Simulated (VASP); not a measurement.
Write the native input for VASP 6.6.1 that does the following.

- Task: single point
- Functional: PBE
- Potentials or basis: VASP PAW PBE potentials, release 64 (Mg, Se)
- Cutoff: 600 eV
- k mesh: 8 × 8 × 8
- Occupations: fermi-dirac, width 0.02 eV
- Spin: no spin polarisation
- Dipole correction: no
- Further INCAR settings: ALGO = Normal; EDIFF = 1e-06; NBANDS = 11

The structure of MgSe lies in POSCAR:

```
MgSe
1.0
    0.0136275000      2.7255000000      2.7255000000
    2.7255000000      0.0136275000      2.7255000000
    2.7391275000      2.7391275000      0.0000000000
Mg Se
1 1
Direct
    0.0000000000      0.0000000000      0.0000000000
    0.5000000000      0.5000000000      0.5000000000
```

This cell differs from its parent crystal: xy shear strain of +1 %.

One way to write it, as run:

INCAR

```
SYSTEM = MgSe
  PREC = Accurate
  ENCUT = 600
  EDIFF = 1E-6
  ISMEAR = -1
  SIGMA = 0.02
  LREAL = .FALSE.
  LASPH = .TRUE.
  NELM = 120
  ALGO = Normal
  ISIF = 2
  LWAVE = .FALSE.
  LCHARG = .FALSE.
  GGA = PE
  NBANDS = 11
  GGA_COMPAT = .FALSE.
```

KPOINTS

```
regular mesh
0
G
  8 8 8
  0 0 0
```

Potentials or basis: VASP PAW PBE potentials, release 64 (Mg, Se).

Command:

```bash
$ cat potpaw_PBE.64/Mg/POTCAR potpaw_PBE.64/Se/POTCAR > POTCAR
$ mpirun -np 1 vasp_std > vasp.out
```

Results of the run:

- Pressure: 1.9 GPa
- Band gap on the k mesh: 1.75 eV, indirect (least direct gap 2.55 eV)

Caveat: the cell differs from its parent crystal (xy shear strain of +1 %).

It took 25 s on 1 thread of Intel(R) Xeon(R) Platinum 8488C (Sapphire Rapids), on a shared host, peak memory 0.21 GiB.
